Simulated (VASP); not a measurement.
# InSb (I-4m2) in VASP: a series of runs

InSb is run at these levels: r2SCAN; tasks: single point.

All numbers are computed with VASP 6.6.1; they aren't measurements. Logs are shortened: lines on timing, memory, paths and dates and some standing lists are left out, and cuts for length are marked.

## Step 1: The cell of the first run

It takes space group I-4m2 (No. 119, tetragonal). Conventional cell: a = 4.581 Å, b = 4.581 Å, c = 6.592 Å, α = 90.00°, β = 90.00°, γ = 90.00°. In (site symmetry -4m2) has 4 Sb at 2.82 Å within 3.7 Å. Sb (site symmetry -4m2) has 4 In at 2.82 Å within 3.7 Å.

## Step 2: Single point, r2SCAN (strain +0.0175 x Voigt [0, 0, 1, 0, 0, 0])

Contents of POSCAR:

```
InSb
1.0
    0.0000000000      3.2391000000      3.2957842500
    3.2391000000      0.0000000000      3.2957842500
    3.2391000000      3.2391000000      0.0000000000
In Sb
1 1
Direct
    0.0000000000      0.0000000000      0.0000000000
    0.7500000000      0.7500000000      0.7500000000
```

Contents of INCAR.step1:

```
SYSTEM = InSb
ALGO     = Normal         ! electronic algorithm
EDIFF    = 1E-4           ! SCF threshold, eV
ENCUT    = 520            ! plane-wave cutoff, eV
GGA      = PE             ! functional
ISMEAR   = 0              ! smearing method
LASPH    = .TRUE.         ! aspherical terms in the spheres
LCHARG   = .FALSE.        ! write CHGCAR
LREAL    = .FALSE.        ! projectors in reciprocal space
LWAVE    = .TRUE.         ! write WAVECAR
NBANDS   = 16             ! bands
NELM     = 100            ! most SCF steps
PREC     = Accurate       ! precision mode
SIGMA    = 0.03           ! smearing width, eV
```

Contents of INCAR.step2:

```
SYSTEM = InSb
ALGO     = Normal         ! electronic algorithm
EDIFF    = 1E-6           ! SCF threshold, eV
ENCUT    = 520            ! plane-wave cutoff, eV
ISIF     = 2              ! what is computed and relaxed
ISMEAR   = 0              ! smearing method
ISTART   = 1            
LASPH    = .TRUE.         ! aspherical terms in the spheres
LCHARG   = .TRUE.         ! write CHGCAR
LELF     = .TRUE.         ! ELF
LMIXTAU  = .TRUE.       
LREAL    = .FALSE.        ! projectors in reciprocal space
LVHAR    = .TRUE.       
LWAVE    = .FALSE.        ! write WAVECAR
METAGGA  = R2SCAN         ! meta-GGA
NBANDS   = 16             ! bands
NELM     = 100            ! most SCF steps
PREC     = Accurate       ! precision mode
SIGMA    = 0.03           ! smearing width, eV
```

Contents of KPOINTS:

```
k-points
0
G
  10 10 10
  0 0 0
```

Potentials or basis: VASP PAW PBE potentials, release 64 (In_d, Sb).

Run with:

```
> cat potpaw_PBE.64/In_d/POTCAR potpaw_PBE.64/Sb/POTCAR > POTCAR
> cp INCAR.step1 INCAR
> mpirun -np 1 vasp_std > vasp.out
> cp INCAR.step2 INCAR
> mpirun -np 1 vasp_std > vasp.out
```

OUTCAR:

```text
SYSTEM = InSb
   EDIFF = 1E-6
   ENCUT = 520
   ISIF = 2
   ISMEAR = 0
   ISTART = 1
   LASPH = .TRUE.
   LREAL = .FALSE.
   METAGGA = R2SCAN
   NELM = 100
   PREC = Accurate

 ion  position               nearest neighbor table
   1  0.000  0.000  0.000-   2 2.82   2 2.82   2 2.82   2 2.82
   2  0.750  0.750  0.750-   1 2.82   1 2.82   1 2.82   1 2.82

  LATTYP: Found a body centered tetragonal cell.
 ALAT       =     4.5807791499
 C/A-ratio  =     1.4389622997

  Lattice vectors:

 A1 = (  -3.2391000000,   0.0000000000,   3.2957842500)
 A2 = (   3.2391000000,   0.0000000000,   3.2957842500)
 A3 = (   0.0000000000,   3.2391000000,  -3.2957842500)

Analysis of symmetry for initial positions (statically):
=====================================================================
 Subroutine PRICEL returns:
 Original cell was already a primitive cell.

 Routine SETGRP: Setting up the symmetry group for a
 body centered tetragonal supercell.

 Subroutine GETGRP returns: Found  8 space group operations
 (whereof  8 operations were pure point group operations)
 out of a pool of 16 trial point group operations.

The static configuration has the point symmetry D_2d.

Analysis of symmetry for dynamics (positions and initial velocities):
=====================================================================
 Subroutine PRICEL returns:
 Original cell was already a primitive cell.

 Routine SETGRP: Setting up the symmetry group for a
 body centered tetragonal supercell.

 Subroutine GETGRP returns: Found  8 space group operations
 (whereof  8 operations were pure point group operations)
 out of a pool of 16 trial point group operations.

The dynamic configuration has the point symmetry D_2d.

 Subroutine INISYM returns: Found  8 space group operations
 (whereof  8 operations are pure point group operations),
 and found     1 'primitive' translations

----------------------------------------------------------------------------------------

                                     Primitive cell

  volume of cell :      69.1572

  direct lattice vectors                    reciprocal lattice vectors
     0.000000000  3.239100000  3.295784250    -0.154363867  0.154363867  0.151708960
     3.239100000  0.000000000  3.295784250     0.154363867 -0.154363867  0.151708960
     3.239100000  3.239100000  0.000000000     0.154363867  0.154363867 -0.151708960

  length of vectors
     4.621034801  4.621034801  4.580779150     0.265842087  0.265842087  0.265842087

  position of ions in fractional coordinates (direct lattice)
     0.000000000  0.000000000  0.000000000
     0.750000000  0.750000000  0.750000000

  ion indices of the primitive-cell ions
   primitive index   ion index
                 1           1
                 2           2

----------------------------------------------------------------------------------------

 KPOINTS: k-points

Automatic generation of k-mesh.
 Grid dimensions read from file:
 generate k-points for:   10   10   10

 Generating k-lattice:

  Cartesian coordinates                     Fractional coordinates (reciprocal lattice)
    -0.015436387  0.015436387  0.015170896     0.100000000  0.000000000  0.000000000
     0.015436387 -0.015436387  0.015170896     0.000000000  0.100000000  0.000000000
     0.015436387  0.015436387 -0.015170896     0.000000000  0.000000000  0.100000000

  Length of vectors
     0.026584209  0.026584209  0.026584209

  Shift w.r.t. Gamma in fractional coordinates (k-lattice)
     0.000000000  0.000000000  0.000000000

 Subroutine IBZKPT returns following result:
 ===========================================

 Found    102 irreducible k-points:

 Following reciprocal coordinates:
            Coordinates               Weight
  0.000000  0.000000  0.000000      1.000000
  0.100000  0.000000  0.000000      8.000000
  0.200000  0.000000  0.000000      8.000000
  0.300000 -0.000000  0.000000      8.000000
  0.400000  0.000000  0.000000      8.000000
  0.500000  0.000000  0.000000      4.000000
[... 16 lines left out ...]
  0.300000  0.300000  0.000000      2.000000
  0.400000  0.300000  0.000000      8.000000
 [... further k-points ...]
   k-points           NKPTS =    102   k-points in BZ     NKDIM =    102   number of bands    NBANDS=     16
   number of dos      NEDOS =    301   number of ions     NIONS =      2
   total plane-waves  NPLWV =  46656
   dimension x,y,z NGX =    36 NGY =   36 NGZ =   36
   dimension x,y,z NGXF=    72 NGYF=   72 NGZF=   72
   ions per type =               1   1
   NGX,Y,Z   is equivalent  to a cutoff of  12.95, 12.95, 13.07 a.u.
   NGXF,Y,Z  is equivalent  to a cutoff of  25.90, 25.90, 26.13 a.u.
 SYSTEM =  InSb
   PREC   = accura    normal or accurate (medium, high low for compatibility)
   ISTART =      1    job   : 0-new  1-cont  2-samecut
   ICHARG =      0    charge: 1-file 2-atom 10-const
   ISPIN  =      1    spin polarized calculation?
   LNONCOLLINEAR =      F non collinear calculations
   LSORBIT =      F    spin-orbit coupling
   LASPH  =      T    aspherical Exc in radial PAW
   ENCUT  =  520.0 eV  38.22 Ry    6.18 a.u.   8.59  8.59  8.52*2*pi/ulx,y,z
   NELM   =    100;   NELMIN=  2; NELMDL=  0     # of ELM steps
   EDIFF  = 0.1E-05   stopping-criterion for ELM
   LREAL  =      F    real-space projection
   EDIFFG = 0.1E-04   stopping-criterion for IOM
   NSW    =      0    number of steps for IOM
   IBRION =     -1    ionic relax: 0-MD 1-quasi-New 2-CG
   NFREE  =      0    steps in history (QN), initial steepest desc. (CG)
   ISIF   =      2    stress and relaxation
   ISYM   =      2    0-nonsym 1-usesym 2-fastsym
   POTIM  = 0.5000    time-step for ionic-motion
   TEBEG  =    0.0;   TEEND  =   0.0 temperature during run
   PSTRESS=    0.0 pullay stress
   NELECT =      18.0000    total number of electrons
   NUPDOWN=      -1.0000    fix difference up-down
   EMIN   =  10.00;   EMAX   =-10.00  energy-range for DOS
   EFERMI =   0.00;   METHOD = LEGACY
   ISMEAR =     0;   SIGMA  =   0.03  broadening in eV -4-tet -1-fermi 0-gaus
   EFERMI_NEDOS =   21; number of points for ismear=-14 and -15
   IALGO  =     38    algorithm
   IMIX   =      4    mixing-type and parameters
     AMIX     =   0.40;   BMIX     =  1.00
     AMIX_MAG =   1.60;   BMIX_MAG =  1.00
  volume/ion in A,a.u.               =      34.58       233.35
  Fermi-wavevector in a.u.,A,eV,Ry     =   1.045249  1.975235 14.864989  1.092546
  Thomas-Fermi vector in A             =   2.180037
   LORBIT       =      0    0 simple, 1 ext, 2 COOP (PROOUT), +10 PAW based schemes
   METAGGA = R2SCAN    functional components
   LHFCALC =     F    Hartree Fock is set to
   AEXX    =    0.0000 exact exchange contribution
   IVDW    =     0    specifies the selected vdW correction
   LEPSILON=     F    determine dielectric tensor
   LRPA    =     F    only Hartree local field effects (RPA)
 non-spin polarized calculation
 Gauss-broadening in eV      SIGMA  =   0.03
  energy-cutoff  :      520.00
  volume of cell :       69.16
 maximum number of plane-waves:      1886
 NGX is ok and might be reduce to    36
   NGX = 17   NGY = 17   NGZ = 17

 number of electron      17.9999995 magnetization

 Free energy of the ion-electron system (eV)
  ---------------------------------------------------
  ext. energy  EPLUGINS =         0.00000000
  ---------------------------------------------------
  free energy    TOTEN  =       -48.76282806 eV

  energy without entropy =      -48.76282550  energy(sigma->0) =      -48.76282678

 E-fermi :   4.8260     XC(G=0):  -9.1668

 val. band max:        4.7721194170   @ k =   0.0000   0.0000   0.0000
 cond. band min:       4.8746117868   @ k =   0.0000   0.0000   0.0000
 fundamental gap:      0.1024923698
 Fermi energy:         4.8260426314

 k-point     1 :       0.0000    0.0000    0.0000
  band No.  band energies     occupation
      1     -10.3199      2.00000
      2     -10.3163      2.00000
      3     -10.3163      2.00000
      4     -10.2221      2.00000
      5     -10.2193      2.00000
      6      -6.2682      2.00000
[... 8 lines left out ...]
     15      13.2713      0.00000
     16      13.5413      0.00000

 k-point     2 :       0.1000    0.0000    0.0000
  band No.  band energies     occupation
      1     -10.3226      2.00000
      2     -10.3161      2.00000
      3     -10.3141      2.00000
      4     -10.2224      2.00000
      5     -10.2194      2.00000
      6      -6.1741      2.00000
[... 8 lines left out ...]
     15      12.6905      0.00000
     16      12.8953      0.00000

 k-point     3 :       0.2000    0.0000    0.0000
  band No.  band energies     occupation
      1     -10.3344      2.00000
      2     -10.3109      2.00000
      3     -10.3087      2.00000
      4     -10.2227      2.00000
      5     -10.2193      2.00000
      6      -5.9028      2.00000
[... 8 lines left out ...]
     15      12.3689      0.00000
     16      12.4580      0.00000

 k-point     4 :       0.3000   -0.0000    0.0000
  band No.  band energies     occupation
      1     -10.3491      2.00000
      2     -10.3047      2.00000
      3     -10.3025      2.00000
      4     -10.2225      2.00000
      5     -10.2186      2.00000
      6      -5.4967      2.00000
[... 8 lines left out ...]
     15      12.6715      0.00000
     16      12.6732      0.00000

 k-point     5 :       0.4000    0.0000    0.0000
  band No.  band energies     occupation
      1     -10.3608      2.00000
      2     -10.3002      2.00000
      3     -10.2980      2.00000
      4     -10.2218      2.00000
      5     -10.2175      2.00000
      6      -5.0684      2.00000
[... 8 lines left out ...]
     15      13.5262      0.00000
     16      13.6067      0.00000

 k-point     6 :       0.5000    0.0000    0.0000
  band No.  band energies     occupation
      1     -10.3652      2.00000
      2     -10.2986      2.00000
      3     -10.2964      2.00000
      4     -10.2214      2.00000
      5     -10.2169      2.00000
      6      -4.8624      2.00000
[... 8 lines left out ...]
     15      14.3843      0.00000
     16      14.5021      0.00000
[... 267 lines left out ...]
 k-point    21 :      -0.3000    0.2000    0.0000
  band No.  band energies     occupation
      1     -10.3664      2.00000
      2     -10.2946      2.00000
      3     -10.2934      2.00000
      4     -10.2244      2.00000
      5     -10.2188      2.00000
      6      -4.9345      2.00000
[... 8 lines left out ...]
     15      13.3240      0.00000
     16      14.6204      0.00000

 k-point    22 :      -0.2000    0.2000    0.0000
  band No.  band energies     occupation
      1     -10.3554      2.00000
      2     -10.3001      2.00000
      3     -10.2990      2.00000
      4     -10.2253      2.00000
      5     -10.2177      2.00000
      6      -5.3477      2.00000
[... 8 lines left out ...]
     15      13.5454      0.00000
     16      14.0790      0.00000

 k-point    23 :       0.3000    0.3000    0.0000
  band No.  band energies     occupation
      1     -10.3733      2.00000
      2     -10.2872      2.00000
      3     -10.2872      2.00000
      4     -10.2302      2.00000
      5     -10.2164      2.00000
      6      -5.2344      2.00000
[... 8 lines left out ...]
     15      14.4485      0.00000
     16      14.8208      0.00000

 k-point    24 :       0.4000    0.3000    0.0000
  band No.  band energies     occupation
      1     -10.3822      2.00000
      2     -10.2827      2.00000
      3     -10.2816      2.00000
      4     -10.2317      2.00000
      5     -10.2158      2.00000
      6      -4.8813      2.00000
[... 8 lines left out ...]
     15      14.8692      0.00000
     16      15.2449      0.00000

 [... further k-points ...]

------------------------ aborting loop because EDIFF is reached ----------------------------------------

  FORCE on cell =-STRESS in cart. coord.  units (eV):
  Direction    XX          YY          ZZ          XY          YZ          ZX
  --------------------------------------------------------------------------------------
  -------------------------------------------------------------------------------------
  Total        0.4285850      0.4285850      0.1936929      0.0000000     -0.0000000      0.0000000
  in kB        9.9291036      9.9291036      4.4873167      0.0000000     -0.0000000      0.0000000
  external PRESSURE =       8.1151747 kB  Pullay stress =       0.0000000 kB

 VOLUME and BASIS-vectors are now :
 -----------------------------------------------------------------------------
  energy-cutoff  :      520.00
  volume of cell :       69.16
      direct lattice vectors                 reciprocal lattice vectors
     0.000000000  3.239100000  3.295784250    -0.154363867  0.154363867  0.151708960
     3.239100000  0.000000000  3.295784250     0.154363867 -0.154363867  0.151708960
     3.239100000  3.239100000  0.000000000     0.154363867  0.154363867 -0.151708960

 POSITION                                       TOTAL-FORCE (eV/Angst)
 -----------------------------------------------------------------------------------
      0.00000      0.00000      0.00000         0.000000      0.000000      0.000000
      4.85865      4.85865      4.94368        -0.000000     -0.000000     -0.000000
 -----------------------------------------------------------------------------------
    total drift:                                0.000002      0.000002     -0.000000

  FREE ENERGIE OF THE ION-ELECTRON SYSTEM (eV)
  ---------------------------------------------------
  free  energy   TOTEN  =       -48.7628280640 eV

  energy  without entropy=      -48.7628254950  energy(sigma->0) =      -48.76282678
```

Wall time 5.2 min (1 thread of AMD EPYC 9R14 (Zen 4), shared host); peak memory 0.26 GiB.

Results:

```
Free energy            : -48.7628 eV
Pressure               : 0.8 GPa
Band gap on the k mesh : 0.10 eV
```

Stress tensor (GPa, compression positive):
```
0.99 0.00 0.00
0.00 0.99 0.00
0.00 0.00 0.45
```

Caveat: the cell differs from its parent crystal (strain +0.0175 x Voigt [0, 0, 1, 0, 0, 0]); semilocal functionals underestimate gaps, and a narrow one can read as zero; the PAW data sets were made with another functional, which shifts forces and pressure a little; spin-orbit coupling is left out, which moves the levels of the heavy elements.

## Step 3: Single point, r2SCAN (strain +0.0200 x Voigt [0, 0, 1, 0, 0, 0])

Contents of POSCAR:

```
InSb
1.0
    0.0000000000      3.2391000000      3.3038820000
    3.2391000000      0.0000000000      3.3038820000
    3.2391000000      3.2391000000      0.0000000000
In Sb
1 1
Direct
    0.0000000000      0.0000000000      0.0000000000
    0.7500000000      0.7500000000      0.7500000000
```

Contents of INCAR.step1:

```
SYSTEM = InSb
  ALGO = Normal
  EDIFF = 1E-4
  ENCUT = 520
  GGA = PE
  ISMEAR = 0
  LASPH = .True.
  LCHARG = .False.
  LREAL = .False.
  LWAVE = .True.
  NBANDS = 16
  NELM = 60
  PREC = Accurate
  SIGMA = 0.03
```

Contents of INCAR.step2:

```
SYSTEM = InSb
  ALGO = Normal
  EDIFF = 1E-7
  ENCUT = 520
  ISIF = 2
  ISMEAR = 0
  ISTART = 1
  LASPH = .True.
  LCHARG = .False.
  LMIXTAU = .True.
  LREAL = .False.
  LWAVE = .False.
  METAGGA = R2SCAN
  NBANDS = 16
  NELM = 60
  PREC = Accurate
  SIGMA = 0.03
```

Contents of KPOINTS:

```
k-points
0
Gamma
  10 10 10
  0 0 0
```

Potentials or basis: VASP PAW PBE potentials, release 64 (In_d, Sb).

Run with:

```
> cat potpaw_PBE.64/In_d/POTCAR potpaw_PBE.64/Sb/POTCAR > POTCAR
> cp INCAR.step1 INCAR
> mpirun -np 1 vasp_std > vasp.out
> cp INCAR.step2 INCAR
> mpirun -np 1 vasp_std > vasp.out
```

Run time: 7.7 min. Hardware: 1 thread of AMD EPYC 9R14 (Zen 4), shared host; peak memory 0.27 GiB.

The run converged. Its results:

| Item | Value |
| --- | --- |
| Free energy | -48.7633 eV |
| Pressure | 0.7 GPa |
| Band gap on the k mesh | 0.08 eV |

Stress tensor (GPa, compression positive):
```
0.92 0.00 0.00
0.00 0.92 0.00
0.00 0.00 0.30
```

Levels at points of the mesh, in eV from the valence-band top:
```tsv
k point	band 7	band 8	band 9	band 10	band 11	band 12
(0.00, 0.00, 0.00)	-0.11	0.00	0.00	0.08	3.17	3.17
(0.50, 0.00, 0.00)	-5.72	-1.12	-0.99	0.76	4.02	4.11
(0.50, 0.50, 0.00)	-6.08	-2.26	-2.26	1.63	1.64	8.57
(0.50, 0.00, 0.50)	-5.99	-2.37	-2.35	1.48	1.54	8.54
```

Caveat: the cell differs from its parent crystal (strain +0.0200 x Voigt [0, 0, 1, 0, 0, 0]); semilocal functionals underestimate gaps, and a narrow one can read as zero; the PAW data sets were made with another functional, which shifts forces and pressure a little; spin-orbit coupling is left out, which moves the levels of the heavy elements.
